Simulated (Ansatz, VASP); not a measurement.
# Two plane-wave programs on Na

Contents of INCAR:

```
SYSTEM = Na
PREC = Accurate
ENCUT = 500
EDIFF = 1E-6
ISMEAR = 0
SIGMA = 0.1
LREAL = .FALSE.
LASPH = .TRUE.
NELM = 120
ALGO = Normal
ISIF = 2
LWAVE = .FALSE.
LCHARG = .FALSE.
GGA = CA
NBANDS = 10
GGA_COMPAT = .FALSE.
```

File KPOINTS:

```
regular mesh
0
G
  14 14 14
  0 0 0
```

The input POSCAR:

```
Na
1.0
   -1.9641678200      1.9641678200      1.9641678200
    1.9641678200     -1.9641678200      1.9641678200
    1.9641678200      1.9641678200     -1.9641678200
Na
1
Direct
    0.0000000000      0.0000000000      0.0000000000
```

Input for Ansatz:

```yaml
crystal:
  lattice:
    - [-1.96416782, 1.96416782, 1.96416782]
    - [1.96416782, -1.96416782, 1.96416782]
    - [1.96416782, 1.96416782, -1.96416782]
  atoms:
    - { symbol: Na, position: [0.0, 0.0, 0.0] }
basis:
  ecutwfc: 420
kpoints:
  mp_grid: { grid: [14, 14, 14] }
hamiltonian:
  xc: lda
  pseudopotentials: { kind: paw, azcp: { folder: soft_1 } }
scf:
  occupations: { method: gaussian, width: 0.1 }
output:
  forces: true
  stress: true
  eigenvalues: true
```

Alike in both runs: task single point; functional LDA; k mesh 14 × 14 × 14; occupations gaussian, width 0.1 eV; no spin polarisation.

|  | VASP | Ansatz |
| --- | --- | --- |
| version | VASP 6.6.1 | Ansatz 0.2.0 |
| potentials or method | VASP PAW LDA potentials, release 64 (Na_pv), cutoff 500 eV | scalar-relativistic, plane waves, PAW |
| valence electrons in the cell | 7 | 9 |

|  | VASP | Ansatz | Ansatz less VASP |
| --- | --- | --- | --- |
| gap on the k mesh at the Fermi level (eV) | none | none | - |
| pressure (GPa) | 1.0 | 1.0 | +0.07 |

Ansatz warns that its potentials were made for another functional, while VASP's fit it. LDA's correlation is that of Perdew and Zunger in VASP and of Perdew and Wang (1992) in Ansatz. A gap of «none» marks a metal or a gap that the smearing closes. VASP's potentials hold 7 valence electrons a cell and Ansatz's 9, so a difference there can come from the potentials and not from the codes.
